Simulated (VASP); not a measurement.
Runs of VASP 6.6.1 on Mo. The structure is that of space group Im-3m (No. 229), or close to it. The cells are those of the table. 

```tsv
cell	further INCAR settings	gap on the mesh (eV)	pressure (GPa)
a = 2.676 Å, angles 112.2, 108.1, 108.1°, 1 atom	ALGO = Fast; EDIFF = 1e-06; NBANDS = 13	none	21.8
a = 2.767 Å, angles 106.8, 110.8, 110.8°, 1 atom	ALGO = Fast; EDIFF = 1e-06; NBANDS = 13	none	(a)
a = 2.744 Å, angles 108.1, 110.1, 110.1°, 1 atom	ALGO = Fast; EDIFF = 1e-07; NBANDS = 13	none	-1.2
a = 2.699 Å, angles 110.8, 108.8, 108.8°, 1 atom	ALGO = Fast; EDIFF = 1e-06; NBANDS = 13	none	13.0
```

Alike in all rows: task single point; level PBE; potentials or basis VASP PAW PBE potentials, release 64 (Mo_sv); no spin polarisation; k mesh 22 × 22 × 22; cutoff (eV) 520; smearing gaussian 0.15 eV.

Question: Fill in the values left out.

Answer: (a) -6.7.

Caveats: the stress differs along the axes, from 16 to 34 GPa (at least some runs); the stress differs along the axes, from -15 to -2 GPa (at least some runs); the stress differs along the axes, from -6 to 1 GPa (at least some runs); the stress differs along the axes, from 10 to 19 GPa (at least some runs).

A k mesh can miss the band edges, and the runs leave out spin-orbit coupling on Mo.

A gap of «none» marks levels without a gap at the run's occupations.
